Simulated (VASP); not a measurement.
Write the native input for VASP 6.6.1 that does the following.

```
Task                   : single point
Functional             : PBEsol
Potentials or basis    : VASP PAW PBE potentials, release 64 (Sr_sv)
Cutoff                 : 520 eV
k mesh                 : 10 × 10 × 10
Occupations            : gaussian, width 0.03 eV
Spin                   : no spin polarisation
Dipole correction      : no
Further INCAR settings : ALGO = Fast; EDIFF = 1e-07; NBANDS = 11
```

The structure of Sr lies in POSCAR:

```
Sr
1.0
    0.0000000000      3.2857380000      3.0423500000
    3.2857380000      0.0000000000      3.0423500000
    3.2857380000      3.2857380000      0.0000000000
Sr
1
Direct
    0.0000000000      0.0000000000      0.0000000000
```

This cell differs from its parent crystal: strain +0.080 along x and y, +0.000 along z.

The input as run:

INCAR

```
SYSTEM = Sr
PREC = Accurate ; ENCUT = 520
EDIFF = 1E-7 ; ISMEAR = 0
SIGMA = 0.03 ; LREAL = .False.
LASPH = .True. ; NELM = 60
ALGO = Fast ; ISIF = 2
LWAVE = .False. ; LCHARG = .True.
GGA = PS ; LELF = .True.
LVHAR = .True. ; NBANDS = 11
```

KPOINTS

```
Automatic mesh
0
Gamma
  10 10 10
  0 0 0
```

Potentials or basis: VASP PAW PBE potentials, release 64 (Sr_sv).

Command:

```bash
$ cat potpaw_PBE.64/Sr_sv/POTCAR > POTCAR
$ mpirun -np 1 vasp_std > vasp.out
```

Results of the run:

| Property | Result |
| --- | --- |
| Pressure | -1.9 GPa |
| Band gap on the k mesh | zero (band 5 reaches 1.06 eV, above the bottom of band 6 at 0.86 eV) |

Caveat: the cell differs from its parent crystal (strain +0.080 along x and y, +0.000 along z); the PAW data sets were made with another functional, which shifts forces and pressure a little.

Wall time 78 s on 1 thread of Intel(R) Xeon(R) Platinum 8259CL CPU @ 2.50GHz (Skylake/Cascade Lake), with other jobs on the host, peak memory 0.24 GiB.
